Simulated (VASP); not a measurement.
Here is a VASP 6.6.1 calculation.

File INCAR:

```
SYSTEM = Ni3Ge
  ALGO = Fast
  EDIFF = 1E-7
  ENCUT = 520
  GGA = PS
  ISIF = 2
  ISMEAR = 0
  LASPH = .TRUE.
  LCHARG = .FALSE.
  LREAL = .FALSE.
  LWAVE = .FALSE.
  NBANDS = 30
  NELM = 60
  PREC = Accurate
  SIGMA = 0.15
```

File KPOINTS:

```
k-points
0
G
  14 14 14
  0 0 0
```

The input POSCAR:

```
Ni3Ge
1.0
    3.5249142772      0.0000000000      0.0000000000
    0.0000000000      3.5249142772      0.0000000000
    0.0000000000      0.0000000000      3.5249142772
Ni Ge
3 1
Direct
    0.5000000000      0.0000000000      0.5000000000
    0.0000000000      0.5000000000      0.5000000000
    0.5000000000      0.5000000000      0.0000000000
    0.0000000000      0.0000000000      0.1063855659
```

Potentials or basis: VASP PAW PBE potentials, release 64 (Ni, Ge_d).

Run with:

```console
$ cat potpaw_PBE.64/Ni/POTCAR potpaw_PBE.64/Ge_d/POTCAR > POTCAR
$ mpirun -np 1 vasp_std > vasp.out
```

**Question.** Predict the pressure.

**Answer.** 8.6 GPa.

**Question.** What does it give for the band gap on the k mesh?

**Answer.** Zero (bands 22 and 23 overlap by 0.31 eV).

**Question.** Estimate the largest force.

**Answer.** 3.211 eV/Å.

Forces in eV/Å, atoms in the order of the input:
```
Ni   0.000  0.000  1.723
Ni   0.000  0.000  1.723
Ni   0.000  0.000 -0.236
Ge   0.000  0.000 -3.211
```

Caveat: the cell differs from its parent crystal (all Ge atoms moved +0.375 Å, as atom 4 along Cartesian [0 0 1]); the cell stands under pressure; the PAW data sets were made with another functional, which shifts forces and pressure a little. Spin polarisation is off, so any magnetic state and its effect on volume and gap are missing.
